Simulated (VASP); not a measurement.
# Cu in VASP: settings compared

The runs below take Cu through single point, with PBEsol, BLYP, r2SCAN.

Everything below comes from runs of VASP 6.6.1. Logs are shortened: lines on timing, memory, paths and dates and some standing lists are left out, and cuts for length are marked.

### 1 The cell of the first run

The cell holds a slab with vacuum, 6 atoms: a = 2.504 Å, b = 2.504 Å, c = 24.576 Å, α = 90.00°, β = 90.00°, γ = 120.00°.

### 2 Single point, PBEsol

File INCAR:

```
ALGO = Normal
EDIFF = 1E-7
ENCUT = 520
GGA = PS
ISIF = 2
ISMEAR = 1
LASPH = True
LCHARG = False
LREAL = False
LWAVE = False
NBANDS = 42
NELM = 100
PREC = Accurate
SIGMA = 0.1
```

File KPOINTS:

```
k-points
0
Gamma
  10 10 1
```

File POSCAR:

```
Cu
1.0
    2.5036580000      0.0000000000      0.0000000000
   -1.2518290000      2.1682320000      0.0000000000
    0.0000000000      0.0000000000     24.5755890000
Cu
6
Direct
    0.0000000000      0.0000000000      0.3737640000
    0.6666666667      0.3333333333      0.2896140000
    0.3333333333      0.6666666667      0.4579910000
    0.0000000000      0.0000000000      0.6262360000
    0.6666666667      0.3333333333      0.5420090000
    0.3333333333      0.6666666667      0.7103860000
```

Potentials or basis: VASP PAW PBE potentials, release 64 (Cu).

Command:

```bash
cat potpaw_PBE.64/Cu/POTCAR > POTCAR
mpirun -np 1 vasp_std > vasp.out
```

OUTCAR:

```text
EDIFF = 1E-7
   ENCUT = 520
   GGA = PS
   ISIF = 2
   ISMEAR = 1
   LASPH = True
   LREAL = False
   NELM = 100
   PREC = Accurate

 ion  position               nearest neighbor table
   1  0.000  0.000  0.374-   2 2.52   2 2.52   2 2.52   3 2.52   3 2.52   3 2.52
   2  0.667  0.333  0.290-   1 2.52   1 2.52   1 2.52
   3  0.333  0.667  0.458-   5 2.52   5 2.52   5 2.52   1 2.52   1 2.52   1 2.52
   4  0.000  0.000  0.626-   6 2.52   6 2.52   6 2.52   5 2.52   5 2.52   5 2.52
   5  0.667  0.333  0.542-   3 2.52   3 2.52   3 2.52   4 2.52   4 2.52   4 2.52
   6  0.333  0.667  0.710-   4 2.52   4 2.52   4 2.52

  LATTYP: Found a hexagonal cell.
 ALAT       =     2.5036580000
 C/A-ratio  =     9.8158730146

  Lattice vectors:

 A1 = (   2.5036580000,   0.0000000000,   0.0000000000)
 A2 = (  -1.2518290000,   2.1682320000,   0.0000000000)
 A3 = (   0.0000000000,   0.0000000000,  24.5755890000)

Analysis of symmetry for initial positions (statically):
=====================================================================
 Subroutine PRICEL returns:
 Original cell was already a primitive cell.

 Routine SETGRP: Setting up the symmetry group for a
 hexagonal supercell.

 Subroutine GETGRP returns: Found 12 space group operations
 (whereof 12 operations were pure point group operations)
 out of a pool of 24 trial point group operations.

The static configuration has the point symmetry D_3d.

Analysis of symmetry for dynamics (positions and initial velocities):
=====================================================================
 Subroutine PRICEL returns:
 Original cell was already a primitive cell.

 Routine SETGRP: Setting up the symmetry group for a
 hexagonal supercell.

 Subroutine GETGRP returns: Found 12 space group operations
 (whereof 12 operations were pure point group operations)
 out of a pool of 24 trial point group operations.

The dynamic configuration has the point symmetry D_3d.

 Subroutine INISYM returns: Found 12 space group operations
 (whereof 12 operations are pure point group operations),
 and found     1 'primitive' translations

----------------------------------------------------------------------------------------

[... 87 lines left out ...]
   ENCUT  =  520.0 eV  38.22 Ry    6.18 a.u.   4.66  4.66 45.69*2*pi/ulx,y,z
   NELM   =    100;   NELMIN=  2; NELMDL= -5     # of ELM steps
   EDIFF  = 0.1E-06   stopping-criterion for ELM
   LREAL  =      F    real-space projection
   EDIFFG = 0.1E-05   stopping-criterion for IOM
   NSW    =      0    number of steps for IOM
   IBRION =     -1    ionic relax: 0-MD 1-quasi-New 2-CG
   NFREE  =      0    steps in history (QN), initial steepest desc. (CG)
   ISIF   =      2    stress and relaxation
   ISYM   =      2    0-nonsym 1-usesym 2-fastsym
   POTIM  = 0.5000    time-step for ionic-motion
   TEBEG  =    0.0;   TEEND  =   0.0 temperature during run
   PSTRESS=    0.0 pullay stress
   NELECT =      66.0000    total number of electrons
   NUPDOWN=      -1.0000    fix difference up-down
   EMIN   =  10.00;   EMAX   =-10.00  energy-range for DOS
   EFERMI =   0.00;   METHOD = LEGACY
   ISMEAR =     1;   SIGMA  =   0.10  broadening in eV -4-tet -1-fermi 0-gaus
   EFERMI_NEDOS =   21; number of points for ismear=-14 and -15
   IALGO  =     38    algorithm
   IMIX   =      4    mixing-type and parameters
     AMIX     =   0.40;   BMIX     =  1.00
     AMIX_MAG =   1.60;   BMIX_MAG =  1.00
  volume/ion in A,a.u.               =      22.23       150.05
  Fermi-wavevector in a.u.,A,eV,Ry     =   1.294776  2.446772 22.809411  1.676444
  Thomas-Fermi vector in A             =   2.426337
   LORBIT       =      0    0 simple, 1 ext, 2 COOP (PROOUT), +10 PAW based schemes
   GGA     = PS    functional components
   LHFCALC =     F    Hartree Fock is set to
   AEXX    =    0.0000 exact exchange contribution
   IVDW    =     0    specifies the selected vdW correction
   LEPSILON=     F    determine dielectric tensor
   LRPA    =     F    only Hartree local field effects (RPA)
 non-spin polarized calculation
 Methfessel and Paxton  Order N= 1 SIGMA  =   0.10
  energy-cutoff  :      520.00
  volume of cell :      133.41
 maximum number of plane-waves:      3631
 NGX is ok and might be reduce to    20
   NGX =  9   NGY =  9   NGZ = 91

 number of electron      66.0000022 magnetization

 Free energy of the ion-electron system (eV)
  ---------------------------------------------------
  ext. energy  EPLUGINS =         0.00000000
  ---------------------------------------------------
  free energy    TOTEN  =       -24.67928206 eV

  energy without entropy =      -24.67613132  energy(sigma->0) =      -24.67823182

 E-fermi :   1.6902     XC(G=0):  -7.4095

 val. band max:        1.5368994531   @ k =   0.2000   0.2000   0.0000
 cond. band min:       1.7142740677   @ k =   0.2000   0.1000   0.0000
 fundamental gap:      0.1773746146
 Fermi energy:         1.6902360378

 k-point     1 :       0.0000    0.0000    0.0000
  band No.  band energies     occupation
      1      -7.8818      2.00000
      2      -7.2528      2.00000
      3      -6.2293      2.00000
      4      -5.0184      2.00000
      5      -4.1037      2.00000
      6      -3.7696      2.00000
[... 619 lines left out ...]
     41       8.3531      0.00000
     42       8.9384      0.00000

------------------------ aborting loop because EDIFF is reached ----------------------------------------

  FORCE on cell =-STRESS in cart. coord.  units (eV):
  Direction    XX          YY          ZZ          XY          YZ          ZX
  --------------------------------------------------------------------------------------
  -------------------------------------------------------------------------------------
  Total       -0.1445760     -0.1445761     -0.4402165      0.0000000      0.0000000      0.0000000
  in kB       -1.7362892     -1.7362901     -5.2867919      0.0000000      0.0000000      0.0000000
  external PRESSURE =      -2.9197904 kB  Pullay stress =       0.0000000 kB

 VOLUME and BASIS-vectors are now :
 -----------------------------------------------------------------------------
  energy-cutoff  :      520.00
  volume of cell :      133.41
      direct lattice vectors                 reciprocal lattice vectors
     2.503658000  0.000000000  0.000000000     0.399415575  0.230602629  0.000000000
    -1.251829000  2.168232000  0.000000000     0.000000000  0.461205258  0.000000000
     0.000000000  0.000000000 24.575589000     0.000000000  0.000000000  0.040690785

 POSITION                                       TOTAL-FORCE (eV/Angst)
 -----------------------------------------------------------------------------------
      0.00000      0.00000      9.18547        -0.000000      0.000000      0.049928
      1.25183      0.72274      7.11743        -0.000000     -0.000000      0.022726
     -0.00000      1.44549     11.25540        -0.000000     -0.000000     -0.066723
      0.00000      0.00000     15.39012        -0.000000     -0.000000     -0.049928
      1.25183      0.72274     13.32019         0.000000      0.000000      0.066723
     -0.00000      1.44549     17.45815         0.000000      0.000000     -0.022726
 -----------------------------------------------------------------------------------
    total drift:                               -0.000000      0.000000      0.000000

  FREE ENERGIE OF THE ION-ELECTRON SYSTEM (eV)
  ---------------------------------------------------
  free  energy   TOTEN  =       -24.6792820636 eV

  energy  without entropy=      -24.6761313239  energy(sigma->0) =      -24.67823182
```

stdout:

```text
POSCAR found type information on POSCAR Cu
 POSCAR found :  1 types and       6 ions
 scaLAPACK will be used
 -----------------------------------------------------------------------------
|                                                                             |
|                                                                             |
|     You enforced a specific xc type in the INCAR file but a different       |
|     I HOPE YOU KNOW WHAT YOU ARE DOING!                                     |
|                                                                             |
 -----------------------------------------------------------------------------

 LDA part: xc-table for (Slater+PW92), standard interpolation
 POSCAR, INCAR and KPOINTS ok, starting setup
 FFT: planning ... GRIDC
 FFT: planning ... GRID_SOFT
 FFT: planning ... GRID
 WAVECAR not read
 entering main loop
```

Wall time 3.9 min (1 thread of AMD EPYC 7R43 (Zen 3), shared host); peak memory 0.26 GiB.

What came out:

- Free energy: -24.6793 eV
- Largest force: 0.067 eV/Å
- Band gap on the k mesh: zero (band 33 reaches 4.63 eV, above the bottom of band 34 at -0.00 eV)

Forces in eV/Å, atoms in the order of the input:
```
Cu   0.000  0.000  0.050
Cu   0.000  0.000  0.023
Cu   0.000  0.000 -0.067
Cu   0.000  0.000 -0.050
Cu   0.000  0.000  0.067
Cu   0.000  0.000 -0.023
```

Levels at points of the mesh, in eV from the Fermi level:
| k point | band 31 | band 32 | band 33 | band 34 | band 35 | band 36 | band 37 | band 38 |
| --- | --- | --- | --- | --- | --- | --- | --- | --- |
| (0.00, 0.00, 0.00) | -1.93 | -1.76 | -1.76 | -1.69 | -1.69 | -1.03 | -0.59 | 4.34 |
| (0.50, 0.00, 0.00) | -0.61 | 0.21 | 0.84 | 1.22 | 1.44 | 1.48 | 4.29 | 4.93 |

Caveat: the PAW data sets were made with another functional, which shifts forces and pressure a little.

### 3 Single point, BLYP

File INCAR:

```
SYSTEM = Cu
PREC     = Accurate       ! precision mode
ENCUT    = 520            ! plane-wave cutoff, eV
EDIFF    = 1E-6           ! SCF threshold, eV
ISMEAR   = 1              ! smearing method
SIGMA    = 0.1            ! smearing width, eV
LREAL    = .False.        ! projectors in reciprocal space
LASPH    = .True.         ! aspherical terms in the spheres
NELM     = 60             ! most SCF steps
ALGO     = Normal         ! electronic algorithm
ISIF     = 2              ! what is computed and relaxed
LWAVE    = .False.        ! write WAVECAR
LCHARG   = .False.        ! write CHGCAR
GGA      = B5             ! functional
ALDAX    = 1.0          
AGGAX    = 1.0          
AGGAC    = 1.0          
ALDAC    = 0.0          
NBANDS   = 42             ! bands
```

File KPOINTS:

```
Automatic mesh
0
Gamma
  10 10 1
  0 0 0
```

POSCAR is that of step 2.

Potentials or basis: VASP PAW PBE potentials, release 64 (Cu).

Command:

```bash
cat potpaw_PBE.64/Cu/POTCAR > POTCAR
mpirun -np 1 vasp_std > vasp.out
```

Run time: 9.7 min. Hardware: 1 thread of AMD EPYC 7R43 (Zen 3), shared host; peak memory 0.27 GiB.

It converged, with:

* Free energy: -16.8725 eV
* Largest force: 0.609 eV/Å
* Band gap on the k mesh: zero (band 33 reaches 5.25 eV, above the bottom of band 34 at 0.43 eV)

Forces in eV/Å, atoms in the order of the input:
```
Cu   0.000  0.000  0.066
Cu   0.000  0.000 -0.609
Cu   0.000  0.000 -0.064
Cu   0.000  0.000 -0.066
Cu   0.000  0.000  0.064
Cu   0.000  0.000  0.609
```

Levels at points of the mesh, in eV from the Fermi level:
```tsv
k point	band 32	band 33	band 34	band 35	band 36	band 37
(0.00, 0.00, 0.00)	-1.85	-1.85	-1.79	-1.79	-1.01	-0.48
(0.50, 0.00, 0.00)	0.31	0.91	1.29	1.53	1.60	4.27
```

Caveat: the PAW data sets were made with another functional, which shifts forces and pressure a little.

### 4 Single point, r2SCAN

POSCAR is that of step 3.

File INCAR.step1:

```
SYSTEM = Cu
PREC = Accurate ; ENCUT = 520
ISMEAR = 1 ; SIGMA = 0.1
LREAL = .False. ; LASPH = .True.
NELM = 100 ; NBANDS = 42
GGA = PE ; ALGO = Normal
EDIFF = 1E-4 ; LWAVE = .True.
LCHARG = .False.
```

File INCAR.step2:

```
SYSTEM = Cu
PREC = Accurate ; ENCUT = 520
EDIFF = 1E-7 ; ISMEAR = 1
SIGMA = 0.1 ; LREAL = .False.
LASPH = .True. ; NELM = 100
ALGO = Normal ; ISIF = 2
LWAVE = .False. ; LCHARG = .False.
METAGGA = R2SCAN ; LMIXTAU = .True.
NBANDS = 42 ; ISTART = 1
```

File KPOINTS:

```
regular mesh
0
Gamma
  10 10 1
  0 0 0
```

Potentials or basis: VASP PAW PBE potentials, release 64 (Cu).

Command:

```bash
cat potpaw_PBE.64/Cu/POTCAR > POTCAR
cp INCAR.step1 INCAR
mpirun -np 1 vasp_std > vasp.out
cp INCAR.step2 INCAR
mpirun -np 1 vasp_std > vasp.out
```

OUTCAR:

```text
SYSTEM = Cu
   PREC = Accurate
   ENCUT = 520
   EDIFF = 1E-7
   ISMEAR = 1
   LREAL = .False.
   LASPH = .True.
   NELM = 100
   ISIF = 2
   METAGGA = R2SCAN
   ISTART = 1

 ion  position               nearest neighbor table
   1  0.000  0.000  0.374-   2 2.52   2 2.52   2 2.52   3 2.52   3 2.52   3 2.52
   2  0.667  0.333  0.290-   1 2.52   1 2.52   1 2.52
   3  0.333  0.667  0.458-   5 2.52   5 2.52   5 2.52   1 2.52   1 2.52   1 2.52
   4  0.000  0.000  0.626-   6 2.52   6 2.52   6 2.52   5 2.52   5 2.52   5 2.52
   5  0.667  0.333  0.542-   3 2.52   3 2.52   3 2.52   4 2.52   4 2.52   4 2.52
[... 827 lines left out ...]
  Total        0.6454890      0.6454894      0.0978825      0.0000000      0.0000000      0.0000000
  in kB        7.7520177      7.7520218      1.1755227      0.0000000      0.0000000      0.0000000
  external PRESSURE =       5.5598541 kB  Pullay stress =       0.0000000 kB

 VOLUME and BASIS-vectors are now :
 -----------------------------------------------------------------------------
  energy-cutoff  :      520.00
  volume of cell :      133.41
      direct lattice vectors                 reciprocal lattice vectors
     2.503658000  0.000000000  0.000000000     0.399415575  0.230602629  0.000000000
    -1.251829000  2.168232000  0.000000000     0.000000000  0.461205258  0.000000000
     0.000000000  0.000000000 24.575589000     0.000000000  0.000000000  0.040690785

 POSITION                                       TOTAL-FORCE (eV/Angst)
 -----------------------------------------------------------------------------------
      0.00000      0.00000      9.18547         0.000000      0.000000      0.043741
      1.25183      0.72274      7.11743        -0.000000      0.000000     -0.027866
     -0.00000      1.44549     11.25540         0.000000      0.000000     -0.080051
      0.00000      0.00000     15.39012         0.000000     -0.000000     -0.043741
      1.25183      0.72274     13.32019         0.000000     -0.000000      0.080051
     -0.00000      1.44549     17.45815        -0.000000      0.000000      0.027866
 -----------------------------------------------------------------------------------
    total drift:                               -0.000000      0.000000      0.000000

  FREE ENERGIE OF THE ION-ELECTRON SYSTEM (eV)
  ---------------------------------------------------
  free  energy   TOTEN  =       -63.8233039241 eV

  energy  without entropy=      -63.8195929326  energy(sigma->0) =      -63.82206693
```

OUTCAR.step1:

```text
SYSTEM = Cu
   PREC = Accurate
   ENCUT = 520
   ISMEAR = 1
   LREAL = .False.
   LASPH = .True.
   NELM = 100
[... 854 lines left out ...]
      0.00000      0.00000     15.39012         0.000000      0.000000     -0.049391
      1.25183      0.72274     13.32019        -0.000000      0.000000      0.068377
     -0.00000      1.44549     17.45815        -0.000000     -0.000000      0.274228
 -----------------------------------------------------------------------------------
    total drift:                               -0.000000      0.000000      0.000000

  FREE ENERGIE OF THE ION-ELECTRON SYSTEM (eV)
  ---------------------------------------------------
  free  energy   TOTEN  =       -21.2985348413 eV

  energy  without entropy=      -21.2954660888  energy(sigma->0) =      -21.29751192
```

OSZICAR.step1:

```text
N       E                     dE             d eps       ncg     rms          rms(c)
DAV:   1     0.590314470262E+03    0.59031E+03   -0.29638E+04  1176   0.232E+03
DAV:   2     0.446601821953E+02   -0.54565E+03   -0.52472E+03  1176   0.430E+02
DAV:   3    -0.241205031441E+02   -0.68781E+02   -0.63652E+02  1194   0.203E+02
DAV:   4    -0.265054820287E+02   -0.23850E+01   -0.23703E+01  1338   0.516E+01
DAV:   5    -0.265543359929E+02   -0.48854E-01   -0.48832E-01  1358   0.622E+00    0.188E+01
DAV:   6    -0.235738108856E+02    0.29805E+01   -0.54132E+01  1346   0.124E+02    0.964E+00
DAV:   7    -0.213318876638E+02    0.22419E+01   -0.11132E+01  1394   0.574E+01    0.174E+00
DAV:   8    -0.213847966692E+02   -0.52909E-01   -0.15088E+00  1416   0.464E+01    0.207E+00
DAV:   9    -0.213217869826E+02    0.63010E-01   -0.32556E-01  1844   0.171E+01    0.119E+00
DAV:  10    -0.212980456377E+02    0.23741E-01   -0.11325E-01  1784   0.915E+00    0.331E-01
DAV:  11    -0.212990666916E+02   -0.10211E-02   -0.29491E-02  1570   0.388E+00    0.158E-01
DAV:  12    -0.212987358644E+02    0.33083E-03   -0.54289E-03  1432   0.251E+00    0.845E-02
DAV:  13    -0.212985349986E+02    0.20087E-03   -0.22624E-03  1414   0.110E+00    0.374E-02
DAV:  14    -0.212985348413E+02    0.15729E-06   -0.34360E-04  1036   0.451E-01
   1 F= -.21298535E+02 E0= -.21297512E+02  d E =-.306875E-02
```

Run time: 18 min. Hardware: 1 thread of AMD EPYC 7R43 (Zen 3), shared host; peak memory 0.27 GiB.

Results:

```yaml
Free_energy: -63.8233 eV
Largest_force: 0.080 eV/Å
Band_gap_on_the_k_mesh: zero (band 33 reaches 4.80 eV, above the bottom of band 34 at -0.08 eV)
```

Forces on the atoms (eV/Å):
```
Cu   0.000  0.000  0.044
Cu   0.000  0.000 -0.028
Cu   0.000  0.000 -0.080
Cu   0.000  0.000 -0.044
Cu   0.000  0.000  0.080
Cu   0.000  0.000  0.028
```

Levels at points of the mesh, in eV from the Fermi level:
```
           k point  band 32  band 33  band 34  band 35  band 36  band 37
(0.00, 0.00, 0.00)    -1.89    -1.89    -1.82    -1.82    -1.06    -0.59
(0.50, 0.00, 0.00)     0.22     0.88     1.28     1.52     1.59     4.54
```

Caveat: the PAW data sets were made with another functional, which shifts forces and pressure a little.

### 5 The runs side by side

| level | gap on the mesh (eV) | largest force (eV/Å) |
| --- | --- | --- |
| PBEsol | none | 0.07 |
| BLYP | none | 0.61 |
| r2SCAN | none | 0.08 |

Alike in all rows: task single point; potentials or basis VASP PAW PBE potentials, release 64 (Cu); no spin polarisation; cell as given; k mesh 10 × 10 × 1; cutoff (eV) 520; smearing methfessel-paxton 0.1 eV.

Every run on the cell as given and a fine mesh finds a metal.

Caveats: the PAW data sets were made with another functional, which shifts forces and pressure a little.

Total energies depend on the potentials used, so only differences within one code and one set of settings carry meaning.
